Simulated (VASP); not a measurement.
# LiF (P6_3mc) in VASP: notebook

The runs below take LiF through single point, with LDA.

All numbers are computed with VASP 6.6.1; they aren't measurements. Logs are shortened: lines on timing, memory, paths and dates and some standing lists are left out, and cuts for length are marked.

## (1) The cell of the first run

It takes space group P6_3mc (No. 186, hexagonal). Conventional cell: a = 3.061 Å, b = 3.061 Å, c = 4.274 Å, α = 90.00°, β = 90.00°, γ = 120.00°. Within 2.2 Å of Li (site symmetry 3m) lie 4 F at 1.68 to 1.83 Å. Within 2.2 Å of F (site symmetry 3m) lie 4 Li at 1.68 to 1.83 Å.

## (2) Single point, LDA (8.67 Å³/atom)

INCAR

```
SYSTEM = LiF
PREC = Accurate
ENCUT = 520
EDIFF = 1E-6
ISMEAR = 0
SIGMA = 0.05
LREAL = .FALSE.
LASPH = .TRUE.
NELM = 80
ALGO = Normal
ISIF = 2
LWAVE = .FALSE.
LCHARG = .FALSE.
GGA = CA
NBANDS = 18
```

KPOINTS

```
Automatic mesh
0
G
  9 9 6
  0 0 0
```

POSCAR

```
LiF
1.0
    3.0609077641      0.0000000000      0.0000000000
   -1.5304538820      2.6508238823      0.0000000000
    0.0000000000      0.0000000000      4.2736394202
Li F
2 2
Direct
    0.3333333333      0.6666666667      0.3839784076
    0.6666666667      0.3333333333      0.8839784076
    0.3333333333      0.6666666667      0.9910195924
    0.6666666667      0.3333333333      0.4910195924
```

Potentials or basis: VASP PAW LDA potentials, release 64 (Li_sv, F).

Launch:

```console
$ cat potpaw_LDA.64/Li_sv/POTCAR potpaw_LDA.64/F/POTCAR > POTCAR
$ mpirun -np 1 vasp_std > vasp.out
```

OUTCAR:

```text
SYSTEM = LiF
   PREC = Accurate
   ENCUT = 520
   EDIFF = 1E-6
   ISMEAR = 0
   LREAL = .FALSE.
   LASPH = .TRUE.
   NELM = 80
   ISIF = 2
   GGA = CA

 ion  position               nearest neighbor table
   1  0.333  0.667  0.384-   3 1.68   4 1.83   4 1.83   4 1.83
   2  0.667  0.333  0.884-   4 1.68   3 1.83   3 1.83   3 1.83
   3  0.333  0.667  0.991-   1 1.68   2 1.83   2 1.83   2 1.83
   4  0.667  0.333  0.491-   2 1.68   1 1.83   1 1.83   1 1.83

  LATTYP: Found a hexagonal cell.
 ALAT       =     3.0609077641
 C/A-ratio  =     1.3962000000

  Lattice vectors:

 A1 = (   3.0609077641,   0.0000000000,   0.0000000000)
 A2 = (  -1.5304538820,   2.6508238823,   0.0000000000)
 A3 = (   0.0000000000,   0.0000000000,   4.2736394202)

Analysis of symmetry for initial positions (statically):
=====================================================================
 Subroutine PRICEL returns:
 Original cell was already a primitive cell.

 Routine SETGRP: Setting up the symmetry group for a
 hexagonal supercell.

 Subroutine GETGRP returns: Found 12 space group operations
 (whereof  6 operations were pure point group operations)
 out of a pool of 24 trial point group operations.

The static configuration has the point symmetry C_3v.
 The point group associated with its full space group is C_6v.

Analysis of symmetry for dynamics (positions and initial velocities):
=====================================================================
 Subroutine PRICEL returns:
 Original cell was already a primitive cell.

 Routine SETGRP: Setting up the symmetry group for a
 hexagonal supercell.

 Subroutine GETGRP returns: Found 12 space group operations
 (whereof  6 operations were pure point group operations)
 out of a pool of 24 trial point group operations.

The dynamic configuration has the point symmetry C_3v.
 The point group associated with its full space group is C_6v.

 Subroutine INISYM returns: Found 12 space group operations
 (whereof  6 operations are pure point group operations),
 and found     1 'primitive' translations

----------------------------------------------------------------------------------------

                                     Primitive cell

  volume of cell :      34.6760

  direct lattice vectors                    reciprocal lattice vectors
     3.060907764  0.000000000  0.000000000     0.326700468  0.188620603  0.000000000
    -1.530453882  2.650823882  0.000000000     0.000000000  0.377241207  0.000000000
     0.000000000  0.000000000  4.273639420     0.000000000  0.000000000  0.233992600

  length of vectors
     3.060907764  3.060907764  4.273639420     0.377241207  0.377241207  0.233992600

  position of ions in fractional coordinates (direct lattice)
     0.333333333  0.666666667  0.383978408
     0.666666667  0.333333333  0.883978408
     0.333333333  0.666666667  0.991019592
     0.666666667  0.333333333  0.491019592

  ion indices of the primitive-cell ions
   primitive index   ion index
                 1           1
                 2           2
                 3           3
                 4           4

----------------------------------------------------------------------------------------

 KPOINTS: Automatic mesh

Automatic generation of k-mesh.
 Grid dimensions read from file:
 generate k-points for:    9    9    6

 Generating k-lattice:

  Cartesian coordinates                     Fractional coordinates (reciprocal lattice)
     0.036300052  0.020957845  0.000000000     0.111111111 -0.000000000  0.000000000
     0.000000000  0.041915690  0.000000000     0.000000000  0.111111111  0.000000000
     0.000000000  0.000000000  0.038998767     0.000000000  0.000000000  0.166666667

  Length of vectors
     0.041915690  0.041915690  0.038998767

  Shift w.r.t. Gamma in fractional coordinates (k-lattice)
     0.000000000  0.000000000  0.000000000

 Subroutine IBZKPT returns following result:
 ===========================================

 Found     48 irreducible k-points:

 Following reciprocal coordinates:
            Coordinates               Weight
  0.000000  0.000000  0.000000      1.000000
  0.111111  0.000000  0.000000      6.000000
  0.222222 -0.000000  0.000000      6.000000
  0.333333  0.000000  0.000000      6.000000
  0.444444 -0.000000  0.000000      6.000000
  0.111111  0.111111  0.000000      6.000000
[... 16 lines left out ...]
  0.333333  0.222222  0.166667     24.000000
  0.333333  0.333333  0.166667      4.000000
 [... further k-points ...]
   k-points           NKPTS =     48   k-points in BZ     NKDIM =     48   number of bands    NBANDS=     18
   number of dos      NEDOS =    301   number of ions     NIONS =      4
   total plane-waves  NPLWV =  18432
   dimension x,y,z NGX =    24 NGY =   24 NGZ =   32
   dimension x,y,z NGXF=    48 NGYF=   48 NGZF=   64
   ions per type =               2   2
   NGX,Y,Z   is equivalent  to a cutoff of  13.04, 13.04, 12.45 a.u.
[... 106 lines left out ...]
      2     -40.9929      2.00000
      3     -21.1958      2.00000
      4     -20.9583      2.00000
      5      -4.4340      2.00000
      6      -3.6357      2.00000
[... 10 lines left out ...]
     17      17.9046      0.00000
     18      19.8478      0.00000

 k-point     5 :       0.4444   -0.0000    0.0000
  band No.  band energies     occupation
      1     -41.0413      2.00000
      2     -40.9982      2.00000
      3     -21.1338      2.00000
      4     -20.9935      2.00000
      5      -4.5535      2.00000
      6      -3.5316      2.00000
[... 10 lines left out ...]
     17      17.5984      0.00000
     18      20.4549      0.00000

 k-point     6 :       0.1111    0.1111    0.0000
  band No.  band energies     occupation
      1     -41.0904      2.00000
      2     -40.9909      2.00000
      3     -21.2805      2.00000
      4     -20.9258      2.00000
      5      -4.5767      2.00000
      6      -3.3020      2.00000
[... 10 lines left out ...]
     17      18.5489      0.00000
     18      19.2900      0.00000

 k-point     7 :       0.2222    0.1111    0.0000
  band No.  band energies     occupation
      1     -41.0689      2.00000
      2     -40.9918      2.00000
      3     -21.2207      2.00000
      4     -20.9468      2.00000
      5      -4.3927      2.00000
      6      -3.7930      2.00000
[... 10 lines left out ...]
     17      18.4511      0.00000
     18      19.4202      0.00000

 k-point     8 :       0.3333    0.1111    0.0000
  band No.  band energies     occupation
      1     -41.0464      2.00000
      2     -40.9963      2.00000
      3     -21.1524      2.00000
      4     -20.9803      2.00000
      5      -4.4650      2.00000
      6      -3.8878      2.00000
[... 10 lines left out ...]
     17      18.1528      0.00000
     18      20.1668      0.00000
[... 229 lines left out ...]
     17      18.4842      0.00000
     18      19.4668      0.00000

 k-point    20 :       0.3333    0.1111    0.1667
  band No.  band energies     occupation
      1     -41.0429      2.00000
      2     -40.9995      2.00000
      3     -21.1451      2.00000
      4     -20.9962      2.00000
      5      -4.4235      2.00000
      6      -3.8423      2.00000
[... 10 lines left out ...]
     17      18.1660      0.00000
     18      20.5075      0.00000

 k-point    21 :       0.4444    0.1111    0.1667
  band No.  band energies     occupation
      1     -41.0324      2.00000
      2     -41.0030      2.00000
      3     -21.1100      2.00000
      4     -21.0172      2.00000
      5      -4.5531      2.00000
      6      -3.6755      2.00000
[... 10 lines left out ...]
     17      18.0148      0.00000
     18      20.5910      0.00000

 k-point    22 :       0.2222    0.2222    0.1667
  band No.  band energies     occupation
      1     -41.0447      2.00000
      2     -40.9991      2.00000
      3     -21.1519      2.00000
      4     -20.9916      2.00000
      5      -4.2568      2.00000
      6      -4.1156      2.00000
[... 10 lines left out ...]
     17      18.8883      0.00000
     18      19.6634      0.00000

 k-point    23 :       0.3333    0.2222    0.1667
  band No.  band energies     occupation
      1     -41.0279      2.00000
      2     -41.0049      2.00000
      3     -21.0991      2.00000
      4     -21.0214      2.00000
      5      -4.5579      2.00000
      6      -3.8608      2.00000
[... 10 lines left out ...]
     17      18.3704      0.00000
     18      20.1306      0.00000

 k-point    24 :       0.3333    0.3333    0.1667
  band No.  band energies     occupation
      1     -41.0145      2.00000
      2     -41.0145      2.00000
      3     -21.0560      2.00000
      4     -21.0560      2.00000
      5      -4.6508      2.00000
      6      -3.6405      2.00000
[... 10 lines left out ...]
     17      17.6320      0.00000
     18      20.2776      0.00000

 [... further k-points ...]

------------------------ aborting loop because EDIFF is reached ----------------------------------------

  FORCE on cell =-STRESS in cart. coord.  units (eV):
  Direction    XX          YY          ZZ          XY          YZ          ZX
  --------------------------------------------------------------------------------------
  -------------------------------------------------------------------------------------
  Total        0.1917310      0.1917310      3.2062590      0.0000000      0.0000000      0.0000000
  in kB        8.8587805      8.8587805    148.1426755      0.0000000      0.0000000      0.0000000
  external PRESSURE =      55.2867455 kB  Pullay stress =       0.0000000 kB

 VOLUME and BASIS-vectors are now :
 -----------------------------------------------------------------------------
  energy-cutoff  :      520.00
  volume of cell :       34.68
      direct lattice vectors                 reciprocal lattice vectors
     3.060907764  0.000000000  0.000000000     0.326700468  0.188620603  0.000000000
    -1.530453882  2.650823882  0.000000000     0.000000000  0.377241207  0.000000000
     0.000000000  0.000000000  4.273639420     0.000000000  0.000000000  0.233992600

 POSITION                                       TOTAL-FORCE (eV/Angst)
 -----------------------------------------------------------------------------------
     -0.00000      1.76722      1.64099        -0.000000      0.000000      0.801347
      1.53045      0.88361      3.77780         0.000000     -0.000000      0.801347
     -0.00000      1.76722      4.23526         0.000000     -0.000000     -0.801347
      1.53045      0.88361      2.09844         0.000000      0.000000     -0.801347
 -----------------------------------------------------------------------------------
    total drift:                               -0.000000     -0.000000     -0.000039

  FREE ENERGIE OF THE ION-ELECTRON SYSTEM (eV)
  ---------------------------------------------------
  free  energy   TOTEN  =       -20.6819483037 eV

  energy  without entropy=      -20.6819483037  energy(sigma->0) =      -20.68194830
```

Wall time 28 s (1 thread of Intel Xeon 8259CL, shared host); peak memory 0.14 GiB.

What came out:

```yaml
Free_energy: -20.6819 eV
Largest_force: 0.801 eV/Å
Band_gap_on_the_k_mesh: 8.08 eV
```

Forces on the atoms (eV/Å):
```
Li   0.000  0.000  0.801
Li   0.000  0.000  0.801
F    0.000  0.000 -0.801
F    0.000  0.000 -0.801
```

Caveat: the cutoff is under 1.25 times the usual one of these potentials, so pressure, stress and relaxed cells hold a basis-set (Pulay) error; an odd mesh through Γ misses points on the zone boundary, where band edges can lie.

## (3) Single point, LDA (8.67 Å³/atom)

INCAR

```
SYSTEM = LiF
PREC     = Accurate       ! precision mode
ENCUT    = 520            ! plane-wave cutoff, eV
EDIFF    = 1E-6           ! SCF threshold, eV
ISMEAR   = 0              ! smearing method
SIGMA    = 0.05           ! smearing width, eV
LREAL    = .False.        ! projectors in reciprocal space
LASPH    = .True.         ! aspherical terms in the spheres
NELM     = 60             ! most SCF steps
ALGO     = Normal         ! electronic algorithm
ISIF     = 2              ! what is computed and relaxed
LWAVE    = .False.        ! write WAVECAR
LCHARG   = .True.         ! write CHGCAR
GGA      = CA             ! functional
LELF     = .True.         ! ELF
LVHAR    = .True.       
NBANDS   = 18             ! bands
```

KPOINTS

```
Automatic mesh
0
Gamma
  9 9 6
  0 0 0
```

POSCAR

```
LiF
1.0
    2.9167608750      0.0000000000      0.0000000000
   -1.4583804375      2.5259890145      0.0000000000
    0.0000000000      0.0000000000      4.7064853480
Li F
2 2
Direct
    0.3333333333      0.6666666667      0.3839784076
    0.6666666667      0.3333333333      0.8839784076
    0.3333333333      0.6666666667      0.9910195924
    0.6666666667      0.3333333333      0.4910195924
```

Potentials or basis: VASP PAW LDA potentials, release 64 (Li_sv, F).

Launch:

```console
$ cat potpaw_LDA.64/Li_sv/POTCAR potpaw_LDA.64/F/POTCAR > POTCAR
$ mpirun -np 1 vasp_std > vasp.out
```

Run time: 39 s. Hardware: 1 thread of Intel Xeon 8259CL, shared host; peak memory 0.14 GiB.

The run converged. Its results:

- Free energy: -20.7465 eV
- Largest force: 0.246 eV/Å
- Band gap on the k mesh: 8.26 eV

Forces on the atoms (eV/Å):
```
Li   0.000  0.000 -0.246
Li   0.000  0.000 -0.246
F    0.000  0.000  0.246
F    0.000  0.000  0.246
```

Levels at points of the mesh, in eV from the valence-band top:
```csv
k point,band 8,band 9,band 10,band 11,band 12,band 13
"(0.00, 0.00, 0.00)",-0.18,-0.18,0.00,8.26,12.46,16.23
"(0.00, 0.00, 0.50)",-0.35,-0.35,-0.35,10.01,10.01,18.16
```

Caveat: the cutoff is under 1.25 times the usual one of these potentials, so pressure, stress and relaxed cells hold a basis-set (Pulay) error; an odd mesh through Γ misses points on the zone boundary, where band edges can lie.

## (4) Single point, LDA (8.96 Å³/atom)

This run uses another cell than the first one, of 8.96 Å³/atom.

INCAR

```
SYSTEM = LiF
ALGO     = Normal         ! electronic algorithm
EDIFF    = 1E-6           ! SCF threshold, eV
ENCUT    = 520            ! plane-wave cutoff, eV
ISIF     = 2              ! what is computed and relaxed
ISMEAR   = 0              ! smearing method
LASPH    = .TRUE.         ! aspherical terms in the spheres
LCHARG   = .FALSE.        ! write CHGCAR
LREAL    = .FALSE.        ! projectors in reciprocal space
LWAVE    = .FALSE.        ! write WAVECAR
NBANDS   = 18             ! bands
NELM     = 100            ! most SCF steps
PREC     = Accurate       ! precision mode
SIGMA    = 0.05           ! smearing width, eV
```

KPOINTS

```
k-points
0
G
  9 9 6
  0 0 0
```

POSCAR

```
LiF
1.0
    3.1203637263      0.0000000000      0.0000000000
   -1.5601818632      2.7023142561      0.0000000000
    0.0000000000      0.0000000000      4.2527437226
Li F
2 2
Direct
    0.3333333333      0.6666666667      0.3839784076
    0.6666666667      0.3333333333      0.8839784076
    0.3333333333      0.6666666667      0.9910195924
    0.6666666667      0.3333333333      0.4910195924
```

Launch:

```console
$ cat potpaw_LDA.64/Li_sv/POTCAR potpaw_LDA.64/F/POTCAR > POTCAR
$ mpirun -np 1 vasp_std > vasp.out
```

Run time: 34 s. Hardware: 1 thread of Intel Xeon 8259CL, shared host; peak memory 0.14 GiB.

Results (log left out):

* Free energy: -20.6644 eV
* Largest force: 0.938 eV/Å
* Band gap on the k mesh: 7.87 eV

Forces on the atoms (eV/Å):
```
Li   0.000  0.000  0.938
Li   0.000  0.000  0.938
F    0.000  0.000 -0.938
F    0.000  0.000 -0.938
```

Levels at points of the mesh, in eV from the valence-band top:
| k point | band 7 | band 8 | band 9 | band 10 | band 11 | band 12 | band 13 | band 14 |
| --- | --- | --- | --- | --- | --- | --- | --- | --- |
| (0.00, 0.00, 0.00) | -0.95 | -0.31 | -0.31 | 0.00 | 7.87 | 13.18 | 16.61 | 17.60 |
| (0.00, 0.00, 0.50) | -0.63 | -0.63 | -0.63 | -0.63 | 9.84 | 9.84 | 17.86 | 17.86 |

Caveat: the cutoff is under 1.25 times the usual one of these potentials, so pressure, stress and relaxed cells hold a basis-set (Pulay) error; an odd mesh through Γ misses points on the zone boundary, where band edges can lie.

## (5) Single point, LDA (8.97 Å³/atom)

This run uses another cell than the first one, of 8.97 Å³/atom.

INCAR

```
SYSTEM = LiF
  ALGO = Normal
  EDIFF = 1E-6
  ENCUT = 520
  GGA = CA
  ISIF = 2
  ISMEAR = 0
  LASPH = .TRUE.
  LCHARG = .TRUE.
  LELF = .TRUE.
  LREAL = .FALSE.
  LVHAR = .TRUE.
  LWAVE = .FALSE.
  NBANDS = 18
  NELM = 80
  PREC = Accurate
  SIGMA = 0.05
```

KPOINTS is that of step 4.

POSCAR

```
LiF
1.0
    2.8793432263      0.0000000000      0.0000000000
   -1.4396716131      2.4935843802      0.0000000000
    0.0000000000      0.0000000000      4.9945087603
Li F
2 2
Direct
    0.3333333333      0.6666666667      0.3839784076
    0.6666666667      0.3333333333      0.8839784076
    0.3333333333      0.6666666667      0.9910195924
    0.6666666667      0.3333333333      0.4910195924
```

Launch:

```console
$ cat potpaw_LDA.64/Li_sv/POTCAR potpaw_LDA.64/F/POTCAR > POTCAR
$ mpirun -np 1 vasp_std > vasp.out
```

It took 45 s on 1 thread of Intel Xeon 8259CL, shared host; peak memory 0.15 GiB.

The run converged. Its results:

```
Free energy            : -20.6752 eV
Largest force          : 0.466 eV/Å
Band gap on the k mesh : 8.12 eV
```

Forces on the atoms (eV/Å):
```
Li   0.000  0.000 -0.466
Li   0.000  0.000 -0.466
F    0.000  0.000  0.466
F    0.000  0.000  0.466
```

Levels at points of the mesh, in eV from the valence-band top:
| k point | band 7 | band 8 | band 9 | band 10 | band 11 | band 12 | band 13 | band 14 |
| --- | --- | --- | --- | --- | --- | --- | --- | --- |
| (0.00, 0.00, 0.00) | -0.25 | 0.00 | 0.00 | 0.00 | 8.12 | 11.95 | 15.73 | 19.20 |
| (0.00, 0.00, 0.50) | -0.12 | -0.12 | -0.12 | -0.12 | 9.79 | 9.79 | 17.45 | 17.45 |

Caveat: the cutoff is under 1.25 times the usual one of these potentials, so pressure, stress and relaxed cells hold a basis-set (Pulay) error; an odd mesh through Γ misses points on the zone boundary, where band edges can lie.

## (6) Summary

```tsv
cell	gap on the mesh (eV)	largest force (eV/Å)
a = 3.061, b = 3.061, c = 4.274 Å, angles 90.0, 90.0, 120.0°, 4 atoms	8.08	0.80
a = 2.917, b = 2.917, c = 4.706 Å, angles 90.0, 90.0, 120.0°, 4 atoms	8.26	0.25
a = 3.120, b = 3.120, c = 4.253 Å, angles 90.0, 90.0, 120.0°, 4 atoms	7.87	0.94
a = 2.879, b = 2.879, c = 4.995 Å, angles 90.0, 90.0, 120.0°, 4 atoms	8.12	0.47
```

Alike in all rows: task single point; level LDA; potentials or basis VASP PAW LDA potentials, release 64 (Li_sv, F); no spin polarisation; k mesh 9 × 9 × 6; cutoff (eV) 520; smearing gaussian 0.05 eV.

Caveats: the cutoff is under 1.25 times the usual one of these potentials, so pressure, stress and relaxed cells hold a basis-set (Pulay) error; an odd mesh through Γ misses points on the zone boundary, where band edges can lie.

Total energies depend on the potentials used, so only differences within one code and one set of settings carry meaning.
